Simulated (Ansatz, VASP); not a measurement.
## One calculation of CdF2, two programs

```
CELL_PARAMETERS angstrom
0.00000 2.62015 2.62015
2.62015 0.00000 2.62015
2.62015 2.62015 0.00000
ATOMIC_POSITIONS crystal
Cd 0.00000 0.00000 0.00000
F 0.25000 0.25000 0.25000
F 0.75000 0.75000 0.75000
```

Alike in both runs: task single point; functional LDA; k mesh 6 × 6 × 6; occupations methfessel-paxton of order 1, width 0.01 eV; no spin polarisation.

|  | VASP | Ansatz |
| --- | --- | --- |
| version | VASP 6.6.1 | Ansatz 0.2.0 |
| potentials or method | VASP PAW LDA potentials, release 64 (Cd_sv_GW, F), cutoff 600 eV | plane waves, PAW |
| valence electrons in the cell | 34 | 34 |

```tsv
	VASP	Ansatz	Ansatz less VASP
pressure (GPa)	3.9	4.5	+0.53
```

LDA's correlation is that of Perdew and Zunger in VASP and of Perdew and Wang (1992) in Ansatz.
